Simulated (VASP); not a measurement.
# La2Ir (P-3m1) in VASP: notebook

The runs below take La2Ir through single point, relaxation of cell and atoms, with PBE.

Everything below comes from runs of VASP 6.6.1. Logs are shortened: lines on timing, memory, paths and dates and some standing lists are left out, and cuts for length are marked.

### 1 The cell of the first run

Symmetry: P-3m1, No. 164, trigonal system. Conventional cell: a = 4.269 Å, b = 4.269 Å, c = 6.721 Å, α = 90.00°, β = 90.00°, γ = 120.00°. La (site symmetry 3m) has 3 Ir at 2.88 Å and 3 La at 3.86 Å within 3.9 Å. Ir (site symmetry -3m) has 6 La at 2.88 Å within 3.8 Å.

The cell was generated, and may not be a known phase.

### 2 Single point, PBE

File INCAR:

```
ALGO = Fast
EDIFF = 1E-7
ENCUT = 520
GGA = PE
ISIF = 2
ISMEAR = 0
LASPH = True
LCHARG = True
LELF = True
LREAL = False
LVHAR = True
LWAVE = False
NBANDS = 22
NELM = 80
PREC = Accurate
SIGMA = 0.1
```

File KPOINTS:

```
k-points
0
Gamma
  12 12 8
```

File POSCAR:

```
La2Ir
1.0
    4.2688379893      0.0000000000      0.0000000000
   -2.1344189947      3.6969221434      0.0000000000
    0.0000000000      0.0000000000      6.7210821382
La Ir
2 1
Direct
    0.3333333333      0.6666666667      0.2212688495
    0.6666666667      0.3333333333      0.7787311505
    0.0000000000      0.0000000000      0.0000000000
```

Potentials or basis: VASP PAW PBE potentials, release 64 (La, Ir).

On the command line:

```bash
$ cat potpaw_PBE.64/La/POTCAR potpaw_PBE.64/Ir/POTCAR > POTCAR
$ mpirun -np 1 vasp_std > vasp.out
```

OUTCAR:

```text
EDIFF = 1E-7
   ENCUT = 520
   GGA = PE
   ISIF = 2
   ISMEAR = 0
   LASPH = True
   LREAL = False
   NELM = 80
   PREC = Accurate

 ion  position               nearest neighbor table
   1  0.333  0.667  0.221-   3 2.88   3 2.88   3 2.88
   2  0.667  0.333  0.779-   3 2.88   3 2.88   3 2.88
   3  0.000  0.000  0.000-   1 2.88   2 2.88   2 2.88   1 2.88   2 2.88   1 2.88

  LATTYP: Found a hexagonal cell.
 ALAT       =     4.2688379893
 C/A-ratio  =     1.5744523814

  Lattice vectors:

 A1 = (   4.2688379893,   0.0000000000,   0.0000000000)
 A2 = (  -2.1344189947,   3.6969221434,   0.0000000000)
 A3 = (   0.0000000000,   0.0000000000,   6.7210821382)

Analysis of symmetry for initial positions (statically):
=====================================================================
 Subroutine PRICEL returns:
 Original cell was already a primitive cell.

 Routine SETGRP: Setting up the symmetry group for a
 hexagonal supercell.

 Subroutine GETGRP returns: Found 12 space group operations
 (whereof 12 operations were pure point group operations)
 out of a pool of 24 trial point group operations.

The static configuration has the point symmetry D_3d.

Analysis of symmetry for dynamics (positions and initial velocities):
=====================================================================
 Subroutine PRICEL returns:
 Original cell was already a primitive cell.

 Routine SETGRP: Setting up the symmetry group for a
 hexagonal supercell.

 Subroutine GETGRP returns: Found 12 space group operations
 (whereof 12 operations were pure point group operations)
 out of a pool of 24 trial point group operations.

The dynamic configuration has the point symmetry D_3d.

 Subroutine INISYM returns: Found 12 space group operations
 (whereof 12 operations are pure point group operations),
 and found     1 'primitive' translations

----------------------------------------------------------------------------------------

                                     Primitive cell

  volume of cell :     106.0692

  direct lattice vectors                    reciprocal lattice vectors
     4.268837989  0.000000000  0.000000000     0.234255786  0.135247641  0.000000000
    -2.134418995  3.696922143  0.000000000     0.000000000  0.270495283  0.000000000
     0.000000000  0.000000000  6.721082138     0.000000000  0.000000000  0.148785565

  length of vectors
     4.268837989  4.268837989  6.721082138     0.270495283  0.270495283  0.148785565

  position of ions in fractional coordinates (direct lattice)
     0.333333333  0.666666667  0.221268849
     0.666666667  0.333333333  0.778731151
     0.000000000  0.000000000  0.000000000

  ion indices of the primitive-cell ions
   primitive index   ion index
                 1           1
                 2           2
                 3           3

----------------------------------------------------------------------------------------

 KPOINTS: k-points

Automatic generation of k-mesh.
 Grid dimensions read from file:
 generate k-points for:   12   12    8

 Generating k-lattice:

  Cartesian coordinates                     Fractional coordinates (reciprocal lattice)
     0.019521316  0.011270637  0.000000000     0.083333333  0.000000000  0.000000000
     0.000000000  0.022541274  0.000000000     0.000000000  0.083333333  0.000000000
     0.000000000  0.000000000  0.018598196     0.000000000  0.000000000  0.125000000

  Length of vectors
     0.022541274  0.022541274  0.018598196

  Shift w.r.t. Gamma in fractional coordinates (k-lattice)
     0.000000000  0.000000000  0.000000000

 Subroutine IBZKPT returns following result:
 ===========================================

 Found    131 irreducible k-points:

 Following reciprocal coordinates:
            Coordinates               Weight
  0.000000  0.000000  0.000000      1.000000
  0.083333 -0.000000  0.000000      6.000000
  0.166667 -0.000000  0.000000      6.000000
  0.250000 -0.000000  0.000000      6.000000
  0.333333 -0.000000  0.000000      6.000000
  0.416667 -0.000000  0.000000      6.000000
[... 16 lines left out ...]
  0.166667 -0.000000  0.125000      6.000000
  0.000000  0.166667  0.125000      6.000000
 [... further k-points ...]
   k-points           NKPTS =    131   k-points in BZ     NKDIM =    131   number of bands    NBANDS=     22
   number of dos      NEDOS =    301   number of ions     NIONS =      3
   total plane-waves  NPLWV =  51200
   dimension x,y,z NGX =    32 NGY =   32 NGZ =   50
   dimension x,y,z NGXF=    64 NGYF=   64 NGZF=  100
   ions per type =               2   1
   NGX,Y,Z   is equivalent  to a cutoff of  12.46, 12.46, 12.37 a.u.
   NGXF,Y,Z  is equivalent  to a cutoff of  24.92, 24.92, 24.73 a.u.
 SYSTEM =  unknown system
   PREC   = accura    normal or accurate (medium, high low for compatibility)
   ISTART =      0    job   : 0-new  1-cont  2-samecut
   ICHARG =      2    charge: 1-file 2-atom 10-const
   ISPIN  =      1    spin polarized calculation?
   LNONCOLLINEAR =      F non collinear calculations
   LSORBIT =      F    spin-orbit coupling
   LASPH  =      T    aspherical Exc in radial PAW
   ENCUT  =  520.0 eV  38.22 Ry    6.18 a.u.   7.94  7.94 12.50*2*pi/ulx,y,z
   NELM   =     80;   NELMIN=  2; NELMDL= -5     # of ELM steps
   EDIFF  = 0.1E-06   stopping-criterion for ELM
   LREAL  =      F    real-space projection
   EDIFFG = 0.1E-05   stopping-criterion for IOM
   NSW    =      0    number of steps for IOM
   IBRION =     -1    ionic relax: 0-MD 1-quasi-New 2-CG
   NFREE  =      0    steps in history (QN), initial steepest desc. (CG)
   ISIF   =      2    stress and relaxation
   ISYM   =      2    0-nonsym 1-usesym 2-fastsym
   POTIM  = 0.5000    time-step for ionic-motion
   TEBEG  =    0.0;   TEEND  =   0.0 temperature during run
   PSTRESS=    0.0 pullay stress
   NELECT =      31.0000    total number of electrons
   NUPDOWN=      -1.0000    fix difference up-down
   EMIN   =  10.00;   EMAX   =-10.00  energy-range for DOS
   EFERMI =   0.00;   METHOD = LEGACY
   ISMEAR =     0;   SIGMA  =   0.10  broadening in eV -4-tet -1-fermi 0-gaus
   EFERMI_NEDOS =   21; number of points for ismear=-14 and -15
   IALGO  =     68    algorithm
   IMIX   =      4    mixing-type and parameters
     AMIX     =   0.40;   BMIX     =  1.00
     AMIX_MAG =   1.60;   BMIX_MAG =  1.00
  volume/ion in A,a.u.               =      35.36       238.60
  Fermi-wavevector in a.u.,A,eV,Ry     =   1.086423  2.053042 16.059163  1.180315
  Thomas-Fermi vector in A             =   2.222559
   LORBIT       =      0    0 simple, 1 ext, 2 COOP (PROOUT), +10 PAW based schemes
   GGA     = PE    functional components
   LHFCALC =     F    Hartree Fock is set to
   AEXX    =    0.0000 exact exchange contribution
   IVDW    =     0    specifies the selected vdW correction
   LEPSILON=     F    determine dielectric tensor
   LRPA    =     F    only Hartree local field effects (RPA)
 non-spin polarized calculation
 RMM-DIIS sequential band-by-band and
 Gauss-broadening in eV      SIGMA  =   0.10
  energy-cutoff  :      520.00
  volume of cell :      106.07
 maximum number of plane-waves:      2904
   NGX = 15   NGY = 15   NGZ = 25

 number of electron      31.0000000 magnetization

 Free energy of the ion-electron system (eV)
  ---------------------------------------------------
  ext. energy  EPLUGINS =         0.00000000
  ---------------------------------------------------
  free energy    TOTEN  =       -20.46907398 eV

  energy without entropy =      -20.45809267  energy(sigma->0) =      -20.46358333

 E-fermi :   6.4484     XC(G=0):  -9.2559

 val. band max:        6.4432616918   @ k =   0.2500  -0.0000   0.2500
 cond. band min:       6.4493588326   @ k =  -0.1667   0.4167   0.1250
 fundamental gap:      0.0060971408
 Fermi energy:         6.4483605967

 k-point     1 :       0.0000    0.0000    0.0000
  band No.  band energies     occupation
      1     -26.3551      2.00000
      2     -26.2647      2.00000
      3     -10.5588      2.00000
      4     -10.0782      2.00000
      5     -10.0782      2.00000
      6      -9.8672      2.00000
[... 14 lines left out ...]
     21       8.3378      0.00000
     22       8.5774      0.00000

 k-point     2 :       0.0833   -0.0000    0.0000
  band No.  band energies     occupation
      1     -26.3515      2.00000
      2     -26.2647      2.00000
      3     -10.5461      2.00000
      4     -10.0999      2.00000
      5     -10.0805      2.00000
      6      -9.8997      2.00000
[... 14 lines left out ...]
     21       8.2973      0.00000
     22       8.4059      0.00000

 k-point     3 :       0.1667   -0.0000    0.0000
  band No.  band energies     occupation
      1     -26.3412      2.00000
      2     -26.2648      2.00000
      3     -10.5114      2.00000
      4     -10.1544      2.00000
      5     -10.0863      2.00000
      6      -9.9825      2.00000
[... 14 lines left out ...]
     21       8.2875      0.00000
     22       8.5608      0.00000

 k-point     4 :       0.2500   -0.0000    0.0000
  band No.  band energies     occupation
      1     -26.3266      2.00000
      2     -26.2655      2.00000
      3     -10.4672      2.00000
      4     -10.2266      2.00000
      5     -10.0935      2.00000
      6     -10.0740      2.00000
[... 14 lines left out ...]
     21       8.3161      0.00000
     22       8.4669      0.00000

 k-point     5 :       0.3333   -0.0000    0.0000
  band No.  band energies     occupation
      1     -26.3106      2.00000
      2     -26.2675      2.00000
      3     -10.4405      2.00000
      4     -10.2978      2.00000
      5     -10.1246      2.00000
      6     -10.0993      2.00000
[... 417 lines left out ...]
 k-point    22 :       0.0000    0.0833    0.1250
  band No.  band energies     occupation
      1     -26.3501      2.00000
      2     -26.2660      2.00000
      3     -10.5319      2.00000
      4     -10.0978      2.00000
      5     -10.0800      2.00000
      6      -9.9071      2.00000
[... 14 lines left out ...]
     21       8.2934      0.00000
     22       8.3908      0.00000

 k-point    23 :       0.1667   -0.0000    0.1250
  band No.  band energies     occupation
      1     -26.3399      2.00000
      2     -26.2661      2.00000
      3     -10.4988      2.00000
      4     -10.1604      2.00000
      5     -10.0811      2.00000
      6      -9.9798      2.00000
[... 14 lines left out ...]
     21       8.2885      0.00000
     22       8.5036      0.00000

 k-point    24 :       0.0000    0.1667    0.1250
  band No.  band energies     occupation
      1     -26.3400      2.00000
      2     -26.2660      2.00000
      3     -10.5025      2.00000
      4     -10.1523      2.00000
      5     -10.0872      2.00000
      6      -9.9906      2.00000
[... 14 lines left out ...]
     21       8.2889      0.00000
     22       8.3135      0.00000

 [... further k-points ...]

------------------------ aborting loop because EDIFF is reached ----------------------------------------

  FORCE on cell =-STRESS in cart. coord.  units (eV):
  Direction    XX          YY          ZZ          XY          YZ          ZX
  --------------------------------------------------------------------------------------
  -------------------------------------------------------------------------------------
  Total       -0.0080936     -0.0080936     -0.0029047      0.0000000      0.0000000     -0.0000000
  in kB       -0.1222540     -0.1222540     -0.0438760      0.0000000      0.0000000     -0.0000000
  external PRESSURE =      -0.0961280 kB  Pullay stress =       0.0000000 kB

 VOLUME and BASIS-vectors are now :
 -----------------------------------------------------------------------------
  energy-cutoff  :      520.00
  volume of cell :      106.07
      direct lattice vectors                 reciprocal lattice vectors
     4.268837989  0.000000000  0.000000000     0.234255786  0.135247641  0.000000000
    -2.134418995  3.696922143  0.000000000     0.000000000  0.270495283  0.000000000
     0.000000000  0.000000000  6.721082138     0.000000000  0.000000000  0.148785565

 POSITION                                       TOTAL-FORCE (eV/Angst)
 -----------------------------------------------------------------------------------
     -0.00000      2.46461      1.48717        -0.000000      0.000000      0.002312
      2.13442      1.23231      5.23392         0.000000      0.000000     -0.002312
      0.00000      0.00000      0.00000         0.000000      0.000000      0.000000
 -----------------------------------------------------------------------------------
    total drift:                                0.000000     -0.000000      0.000000

  FREE ENERGIE OF THE ION-ELECTRON SYSTEM (eV)
  ---------------------------------------------------
  free  energy   TOTEN  =       -20.4690739796 eV

  energy  without entropy=      -20.4580926748  energy(sigma->0) =      -20.46358333
```

Wall time 9.5 min (1 thread of Intel Xeon 6975P-C (Granite Rapids), shared host); peak memory 0.51 GiB.

What came out:

```yaml
Free_energy: -20.4691 eV
Pressure: 0.0 GPa
Band_gap_on_the_k_mesh: zero (an odd number of electrons rules out a gap without spin polarisation)
```

Forces in eV/Å, atoms in the order of the input:
```
La   0.000  0.000  0.002
La   0.000  0.000 -0.002
Ir   0.000  0.000  0.000
```

Levels at points of the mesh, in eV from the Fermi level:
```csv
k point,band 12,band 13,band 14,band 15,band 16,band 17,band 18,band 19,band 20,band 21
"(0.00, 0.00, 0.00)",-2.82,-2.82,-2.75,-1.70,0.12,0.62,0.62,1.72,1.83,1.89
"(0.50, 0.00, 0.00)",-2.35,-2.14,-2.09,-1.35,0.37,0.57,0.90,1.17,1.39,1.93
"(0.00, 0.00, 0.50)",-2.76,-2.76,-2.74,-2.23,-0.09,0.53,0.53,1.33,1.74,1.89
"(0.50, 0.00, 0.50)",-2.29,-2.13,-2.09,-1.40,0.11,0.76,0.98,1.05,1.79,1.93
```

Caveat: spin-orbit coupling is left out, which moves the levels of the heavy elements.

[end of part 1 of 2]
